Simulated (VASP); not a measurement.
# Si (I4_1/amd) in VASP: single point with r2SCAN

Aim: the single point of Si with r2SCAN.

All numbers are computed with VASP 6.6.1; they aren't measurements. Logs are shortened: lines on timing, memory, paths and dates and some standing lists are left out, and cuts for length are marked.

## 1. The cell of the first run

The structure is tetragonal, space group I4_1/amd (No. 141). The conventional cell has a = 4.801 Å, b = 4.801 Å, c = 2.646 Å, α = 90.00°, β = 90.00°, γ = 90.00°. Si (site symmetry -4m2) has 10 Si at 2.49 to 3.11 Å within 3.3 Å.

## 2. Single point, r2SCAN

Contents of POSCAR:

```
Si
1.0
   -2.4003471505      2.4003471505      1.3227695588
    2.4003471505     -2.4003471505      1.3227695588
    2.4003471505      2.4003471505     -1.3227695588
Si
2
Direct
    0.0000000000      0.0000000000      0.0000000000
    0.7500000000      0.2500000000      0.5000000000
```

Contents of INCAR.step1:

```
ALGO = Normal
EDIFF = 1E-4
ENCUT = 520
GGA = PE
ISMEAR = 0
LASPH = True
LCHARG = False
LREAL = False
LWAVE = True
NBANDS = 11
NELM = 60
PREC = Accurate
SIGMA = 0.1
```

Contents of INCAR.step2:

```
ALGO = Normal
EDIFF = 1E-6
ENCUT = 520
ISIF = 2
ISMEAR = 0
ISTART = 1
LASPH = True
LCHARG = True
LELF = True
LMIXTAU = True
LREAL = False
LVHAR = True
LWAVE = False
METAGGA = R2SCAN
NBANDS = 11
NELM = 60
PREC = Accurate
SIGMA = 0.1
```

Contents of KPOINTS:

```
k-points
0
Gamma
  24 24 24
```

Potentials or basis: VASP PAW PBE potentials, release 64 (Si).

On the command line:

```console
cat potpaw_PBE.64/Si/POTCAR > POTCAR
cp INCAR.step1 INCAR
mpirun -np 1 vasp_std > vasp.out
cp INCAR.step2 INCAR
mpirun -np 1 vasp_std > vasp.out
```

OUTCAR:

```text
EDIFF = 1E-6
   ENCUT = 520
   ISIF = 2
   ISMEAR = 0
   ISTART = 1
   LASPH = True
   LREAL = False
   METAGGA = R2SCAN
   NELM = 60
   PREC = Accurate

 ion  position               nearest neighbor table
   1  0.000  0.000  0.000-   2 2.49   2 2.49   2 2.49   2 2.49   2 3.11   2 3.11   2 3.11   2 3.11

   2  0.750  0.250  0.500-   1 2.49   1 2.49   1 2.49   1 2.49   1 3.11   1 3.11   1 3.11   1 3.11

  LATTYP: Found a body centered tetragonal cell.
 ALAT       =     4.8006943010
 C/A-ratio  =     0.5510742721

  Lattice vectors:

 A1 = (  -2.4003471505,   2.4003471505,   1.3227695588)
 A2 = (   2.4003471505,  -2.4003471505,   1.3227695588)
 A3 = (   2.4003471505,   2.4003471505,  -1.3227695588)

Analysis of symmetry for initial positions (statically):
=====================================================================
 Subroutine PRICEL returns:
 Original cell was already a primitive cell.

 Routine SETGRP: Setting up the symmetry group for a
 body centered tetragonal supercell.

 Subroutine GETGRP returns: Found 16 space group operations
 (whereof  8 operations were pure point group operations)
 out of a pool of 16 trial point group operations.

The static configuration has the point symmetry D_2d.
 The point group associated with its full space group is D_4h.

Analysis of symmetry for dynamics (positions and initial velocities):
=====================================================================
 Subroutine PRICEL returns:
 Original cell was already a primitive cell.

 Routine SETGRP: Setting up the symmetry group for a
 body centered tetragonal supercell.

 Subroutine GETGRP returns: Found 16 space group operations
 (whereof  8 operations were pure point group operations)
 out of a pool of 16 trial point group operations.

The dynamic configuration has the point symmetry D_2d.
 The point group associated with its full space group is D_4h.

 Subroutine INISYM returns: Found 16 space group operations
 (whereof  8 operations are pure point group operations),
 and found     1 'primitive' translations

----------------------------------------------------------------------------------------

                                     Primitive cell

  volume of cell :      30.4854

  direct lattice vectors                    reciprocal lattice vectors
    -2.400347151  2.400347151  1.322769559     0.000000000  0.208303203  0.377994789
     2.400347151 -2.400347151  1.322769559     0.208303203  0.000000000  0.377994789
     2.400347151  2.400347151 -1.322769559     0.208303203  0.208303203  0.000000000

  length of vectors
     3.643220031  3.643220031  3.643220031     0.431590413  0.431590413  0.294585215

  position of ions in fractional coordinates (direct lattice)
     0.000000000  0.000000000  0.000000000
     0.750000000  0.250000000  0.500000000

  ion indices of the primitive-cell ions
   primitive index   ion index
                 1           1
                 2           2

----------------------------------------------------------------------------------------

 KPOINTS: k-points

Automatic generation of k-mesh.
 Grid dimensions read from file:
 generate k-points for:   24   24   24

 Generating k-lattice:

  Cartesian coordinates                     Fractional coordinates (reciprocal lattice)
     0.000000000  0.008679300  0.015749783     0.041666667  0.000000000  0.000000000
     0.008679300  0.000000000  0.015749783     0.000000000  0.041666667  0.000000000
     0.008679300  0.008679300  0.000000000     0.000000000  0.000000000  0.041666667

  Length of vectors
     0.017982934  0.017982934  0.012274384

  Shift w.r.t. Gamma in fractional coordinates (k-lattice)
     0.000000000  0.000000000  0.000000000

 Subroutine IBZKPT returns following result:
 ===========================================

 Found   1063 irreducible k-points:

 Following reciprocal coordinates:
            Coordinates               Weight
  0.000000  0.000000  0.000000      1.000000
  0.041667  0.000000 -0.000000      8.000000
  0.083333  0.000000 -0.000000      8.000000
  0.125000  0.000000 -0.000000      8.000000
  0.166667  0.000000  0.000000      8.000000
  0.208333  0.000000 -0.000000      8.000000
[... 16 lines left out ...]
  0.416667  0.041667 -0.000000     16.000000
  0.458333  0.041667 -0.000000     16.000000
 [... further k-points ...]
   k-points           NKPTS =   1063   k-points in BZ     NKDIM =   1063   number of bands    NBANDS=     11
   number of dos      NEDOS =    301   number of ions     NIONS =      2
   total plane-waves  NPLWV =  21952
   dimension x,y,z NGX =    28 NGY =   28 NGZ =   28
   dimension x,y,z NGXF=    56 NGYF=   56 NGZF=   56
   ions per type =               2
   NGX,Y,Z   is equivalent  to a cutoff of  12.78, 12.78, 12.78 a.u.
   NGXF,Y,Z  is equivalent  to a cutoff of  25.55, 25.55, 25.55 a.u.
 SYSTEM =  unknown system
   PREC   = accura    normal or accurate (medium, high low for compatibility)
   ISTART =      1    job   : 0-new  1-cont  2-samecut
   ICHARG =      0    charge: 1-file 2-atom 10-const
   ISPIN  =      1    spin polarized calculation?
   LNONCOLLINEAR =      F non collinear calculations
   LSORBIT =      F    spin-orbit coupling
   LASPH  =      T    aspherical Exc in radial PAW
   ENCUT  =  520.0 eV  38.22 Ry    6.18 a.u.   6.77  6.77  6.77*2*pi/ulx,y,z
   NELM   =     60;   NELMIN=  2; NELMDL=  0     # of ELM steps
   EDIFF  = 0.1E-05   stopping-criterion for ELM
   LREAL  =      F    real-space projection
   EDIFFG = 0.1E-04   stopping-criterion for IOM
   NSW    =      0    number of steps for IOM
   IBRION =     -1    ionic relax: 0-MD 1-quasi-New 2-CG
   NFREE  =      0    steps in history (QN), initial steepest desc. (CG)
   ISIF   =      2    stress and relaxation
   ISYM   =      2    0-nonsym 1-usesym 2-fastsym
   POTIM  = 0.5000    time-step for ionic-motion
   TEBEG  =    0.0;   TEEND  =   0.0 temperature during run
   PSTRESS=    0.0 pullay stress
   NELECT =       8.0000    total number of electrons
   NUPDOWN=      -1.0000    fix difference up-down
   EMIN   =  10.00;   EMAX   =-10.00  energy-range for DOS
   EFERMI =   0.00;   METHOD = LEGACY
   ISMEAR =     0;   SIGMA  =   0.10  broadening in eV -4-tet -1-fermi 0-gaus
   EFERMI_NEDOS =   21; number of points for ismear=-14 and -15
   IALGO  =     38    algorithm
   IMIX   =      4    mixing-type and parameters
     AMIX     =   0.40;   BMIX     =  1.00
     AMIX_MAG =   1.60;   BMIX_MAG =  1.00
  volume/ion in A,a.u.               =      15.24       102.86
  Fermi-wavevector in a.u.,A,eV,Ry     =   1.048111  1.980643 14.946507  1.098537
  Thomas-Fermi vector in A             =   2.183019
   LORBIT       =      0    0 simple, 1 ext, 2 COOP (PROOUT), +10 PAW based schemes
   METAGGA = R2SCAN    functional components
   LHFCALC =     F    Hartree Fock is set to
   AEXX    =    0.0000 exact exchange contribution
   IVDW    =     0    specifies the selected vdW correction
   LEPSILON=     F    determine dielectric tensor
   LRPA    =     F    only Hartree local field effects (RPA)
 non-spin polarized calculation
 Gauss-broadening in eV      SIGMA  =   0.10
  energy-cutoff  :      520.00
  volume of cell :       30.49
 maximum number of plane-waves:       838
   NGX = 13   NGY = 13   NGZ = 13

 number of electron       7.9999999 magnetization

 Free energy of the ion-electron system (eV)
  ---------------------------------------------------
  ext. energy  EPLUGINS =         0.00000000
  ---------------------------------------------------
  free energy    TOTEN  =       -16.68381378 eV

  energy without entropy =      -16.68027029  energy(sigma->0) =      -16.68204204

 E-fermi :   9.1592     XC(G=0): -11.4917

 val. band max:        9.1545174793   @ k =   0.4167   0.3333   0.0833
 cond. band min:       9.1665375579   @ k =  -0.2500  -0.2500   0.0417
 fundamental gap:      0.0120200787
 Fermi energy:         9.1592093927

 k-point     1 :       0.0000    0.0000    0.0000
  band No.  band energies     occupation
      1      -5.3322      2.00000
      2       6.4301      2.00000
      3       6.4301      2.00000
      4       7.1342      2.00000
      5      11.0557      0.00000
      6      17.1075      0.00000
      7      18.5593      0.00000
      8      18.5593      0.00000
      9      19.0990      0.00000
     10      19.8758      0.00000
     11      20.5674      0.00000

 k-point     2 :       0.0417    0.0000   -0.0000
  band No.  band energies     occupation
      1      -5.2829      2.00000
      2       6.2021      2.00000
      3       6.4116      2.00000
      4       7.4462      2.00000
      5      11.1643      0.00000
      6      16.7717      0.00000
      7      18.1231      0.00000
      8      18.5094      0.00000
      9      18.5855      0.00000
     10      20.1811      0.00000
     11      20.7750      0.00000

 k-point     3 :       0.0833    0.0000   -0.0000
  band No.  band energies     occupation
      1      -5.1350      2.00000
      2       5.8688      2.00000
      3       6.3656      2.00000
      4       8.0282      2.00000
      5      11.4792      0.00000
      6      15.9923      0.00000
      7      16.7965      0.00000
      8      18.2416      0.00000
      9      18.2974      0.00000
     10      19.6232      0.00000
     11      21.6295      0.00000
[... 267 lines left out ...]
 k-point    23 :       0.4167    0.0417   -0.0000
  band No.  band energies     occupation
      1       0.2708      2.00000
      2       3.1603      2.00000
      3       6.6712      2.00000
      4       7.1575      2.00000
      5       8.0917      2.00000
      6      10.6908      0.00000
      7      13.7358      0.00000
      8      15.3146      0.00000
      9      17.5486      0.00000
     10      20.1873      0.00000
     11      22.2975      0.00000

 k-point    24 :       0.4583    0.0417   -0.0000
  band No.  band energies     occupation
      1       1.1747      2.00000
      2       2.1423      2.00000
      3       6.6742      2.00000
      4       7.0584      2.00000
      5       8.0129      2.00000
      6      10.5957      0.00000
      7      13.6568      0.00000
      8      15.3473      0.00000
      9      18.5171      0.00000
     10      21.2236      0.00000
     11      21.2780      0.00000

 [... further k-points ...]

------------------------ aborting loop because EDIFF is reached ----------------------------------------

  FORCE on cell =-STRESS in cart. coord.  units (eV):
  Direction    XX          YY          ZZ          XY          YZ          ZX
  --------------------------------------------------------------------------------------
  -------------------------------------------------------------------------------------
  Total       -0.0226429     -0.0226429     -0.0051551      0.0000000      0.0000000      0.0000000
  in kB       -1.1900109     -1.1900109     -0.2709272      0.0000000      0.0000000      0.0000000
  external PRESSURE =      -0.8836497 kB  Pullay stress =       0.0000000 kB

 VOLUME and BASIS-vectors are now :
 -----------------------------------------------------------------------------
  energy-cutoff  :      520.00
  volume of cell :       30.49
      direct lattice vectors                 reciprocal lattice vectors
    -2.400347151  2.400347151  1.322769559     0.000000000  0.208303203  0.377994789
     2.400347151 -2.400347151  1.322769559     0.208303203  0.000000000  0.377994789
     2.400347151  2.400347151 -1.322769559     0.208303203  0.208303203  0.000000000

 POSITION                                       TOTAL-FORCE (eV/Angst)
 -----------------------------------------------------------------------------------
      0.00000      0.00000      0.00000        -0.000000      0.000000     -0.000000
      0.00000      2.40035      0.66138         0.000000     -0.000000      0.000000
 -----------------------------------------------------------------------------------
    total drift:                                0.000000      0.000000     -0.000000

  FREE ENERGIE OF THE ION-ELECTRON SYSTEM (eV)
  ---------------------------------------------------
  free  energy   TOTEN  =       -16.6838137847 eV

  energy  without entropy=      -16.6802702864  energy(sigma->0) =      -16.68204204
```

Run time: 26 min. Hardware: 1 thread of Oxide Virtual Turin-like, shared host; peak memory 0.35 GiB.

Results:

```yaml
Free_energy: -16.6838 eV
Pressure: -0.1 GPa
Band_gap_on_the_k_mesh: zero (bands 4 and 5 overlap by 6.86 eV)
```

Stress tensor (GPa, compression positive):
```
-0.12  0.00  0.00
 0.00 -0.12  0.00
 0.00  0.00 -0.03
```

Caveat: the PAW data sets were made with another functional, which shifts forces and pressure a little.
